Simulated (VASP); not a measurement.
**Ti3BiO3: single point with PBE**

Crystal: Ti3BiO3.

```
Ti Bi O
1.0
     7.13493    0.00000    0.00000
    -3.56746    6.17903    0.00000
     0.00000    0.00000    2.86941
Ti Bi O
3 1 3
Cartesian
  1.3022 4.8712 1.4347
  -1.3022 4.8712 1.4347
  0.0000 2.6157 1.4347
  0.0000 0.0000 0.0000
  3.5675 -0.5572 0.0000
  -1.3011 3.3681 0.0000
  1.3011 3.3681 0.0000
```

```yaml
Program: VASP 6.6.1
Task: single point
Functional: PBE
Potentials_or_basis: VASP PAW PBE potentials, release 64 (Ti_sv, Bi_d, O)
Cutoff: 520 eV
k_mesh: 2 × 2 × 4
Occupations: gaussian, width 0.15 eV
Spin: collinear spin
Starting_moments: "[1.0, 1.0, 1.0, 0.0, 0.0, 0.0, 0.0] μB"
```

```json
{
  "Pressure": "0.8 GPa",
  "Largest force": "0.076 eV/Å",
  "Net moment": "0.00 μB per cell",
  "Valence electrons inside the program's atomic spheres": "Ti 10.30; Bi 13.12; O 5.01"
}
```

Forces in eV/Å, atoms in the order of the input:
```
Ti   0.066  0.038  0.000
Ti  -0.066  0.038  0.000
Ti   0.000 -0.076  0.000
Bi   0.000  0.000  0.000
O    0.000  0.036  0.000
O   -0.031 -0.018  0.000
O    0.031 -0.018  0.000
```

Stress tensor (GPa, compression positive):
```
0.87 0.00 0.00
0.00 0.87 0.00
0.00 0.00 0.75
```

Levels at points of the mesh, in eV from the Fermi level:
Spin up:
```
           k point  band 31  band 32  band 33  band 34  band 35  band 36  band 37  band 38
(0.00, 0.00, 0.00)    -3.50    -3.50    -1.79    -0.59    -0.59     0.58     1.36     1.42
(0.50, 0.00, 0.00)    -3.73    -3.44    -1.73    -0.57    -0.47     0.76     0.80     1.15
(0.00, 0.00, 0.50)    -3.77    -1.56    -1.56    -0.98     0.13     0.13     1.41     1.57
(0.50, 0.00, 0.50)    -3.71    -1.59    -1.55    -1.46     0.29     0.45     1.12     1.19
```
Spin down:
```csv
k point,band 32,band 33,band 34,band 35,band 36,band 37
"(0.00, 0.00, 0.00)",-3.50,-1.79,-0.59,-0.59,0.58,1.36
"(0.50, 0.00, 0.00)",-3.44,-1.73,-0.57,-0.47,0.76,0.80
"(0.00, 0.00, 0.50)",-1.56,-1.56,-0.97,0.13,0.13,1.41
"(0.50, 0.00, 0.50)",-1.59,-1.55,-1.46,0.29,0.45,1.12
```

It took 63 s on 1 thread of AMD EPYC 9R45 96-Core Processor (Zen 5) (shared host), peak memory 0.29 GiB.

Caveat: the k points lie up to 0.55 Å⁻¹ apart; spin-orbit coupling is left out, which moves the levels of the heavy elements.
